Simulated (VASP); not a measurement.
A run of VASP 6.6.1 is set up as follows.

The input INCAR:

```
  ALGO = Normal
  EDIFF = 1E-6
  ENCUT = 520
  GGA = PE
  ISIF = 2
  ISMEAR = 0
  LASPH = T
  LCHARG = F
  LREAL = F
  LWAVE = F
  NBANDS = 36
  NELM = 100
  PREC = Accurate
  SIGMA = 0.1
```

The input KPOINTS:

```
k-points
0
Gamma
  4 4 4
```

File POSCAR:

```
LiCl
1.0
   -3.4014072800      3.4014072800      4.4672562700
    3.4014072800     -3.4014072800      4.4672562700
    3.4014072800      3.4014072800     -4.4672562700
Li Cl
5 5
Direct
    0.1748685200      0.4445008600      0.0000000000
    0.5554991400      0.5554991400      0.7303676600
    0.0000000000      0.0000000000      0.0000000000
    0.8251314800      0.8251314800      0.2696323400
    0.4445008600      0.1748685200      0.0000000000
    0.3251314800      0.3251314800      0.2696323400
    0.9445008600      0.6748685200      0.0000000000
    0.6748685200      0.9445008600      0.0000000000
    0.0554991400      0.0554991400      0.7303676600
    0.5000000000      0.5000000000      0.0000000000
```

Potentials or basis: VASP PAW PBE potentials, release 64 (Li_sv, Cl).

Run with:

```console
$ cat potpaw_PBE.64/Li_sv/POTCAR potpaw_PBE.64/Cl/POTCAR > POTCAR
$ mpirun -np 1 vasp_std > vasp.out
```

Task: What does it give for the band gap on the k mesh?

Result: 5.38 eV.

Task: Predict the largest force.

Result: 4.113 eV/Å.

Forces on the atoms (eV/Å):
```
Li   0.728 -0.728  0.266
Li  -0.728 -0.728 -0.266
Li   0.000  0.000  0.000
Li   0.728  0.728 -0.266
Li  -0.728  0.728  0.266
Cl   2.851  2.851 -0.815
Cl  -2.851  2.851  0.815
Cl   2.851 -2.851  0.815
Cl  -2.851 -2.851 -0.815
Cl   0.000  0.000  0.000
```

Caveat: forces of over 1 eV/Å act on the atoms, so gaps and moduli don't describe the material at rest. A k mesh can miss the band edges.
